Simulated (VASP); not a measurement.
A run of VASP 6.6.1 is set up as follows.

Contents of INCAR:

```
SYSTEM = Ir
PREC     = Accurate       ! precision mode
ENCUT    = 520            ! plane-wave cutoff, eV
EDIFF    = 1E-6           ! SCF threshold, eV
ISMEAR   = -1             ! smearing method
SIGMA    = 0.08           ! smearing width, eV
LREAL    = .False.        ! projectors in reciprocal space
LASPH    = .True.         ! aspherical terms in the spheres
NELM     = 100            ! most SCF steps
ALGO     = Normal         ! electronic algorithm
ISIF     = 2              ! what is computed and relaxed
LWAVE    = .False.        ! write WAVECAR
LCHARG   = .True.         ! write CHGCAR
GGA      = CA             ! functional
LELF     = .True.         ! ELF
LVHAR    = .True.       
NBANDS   = 10             ! bands
```

Contents of KPOINTS:

```
Automatic mesh
0
Gamma
  19 19 19
  0 0 0
```

POSCAR

```
Ir
1.0
    0.0000000000      1.8670287592      1.8670287592
    1.8670287592      0.0000000000      1.8670287592
    1.8670287592      1.8670287592      0.0000000000
Ir
1
Direct
    0.0000000000      0.0000000000      0.0000000000
```

Potentials or basis: VASP PAW LDA potentials, release 64 (Ir).

Launch:

```bash
$ cat potpaw_LDA.64/Ir/POTCAR > POTCAR
$ mpirun -np 1 vasp_std > vasp.out
```

Task: Predict the band gap on the k mesh.

Result: Zero (an odd number of electrons rules out a gap without spin polarisation).

Task: Predict the pressure.

Result: 32.7 GPa.

Caveat: the cell stands under pressure; spin-orbit coupling is left out, which moves the levels of the heavy elements.
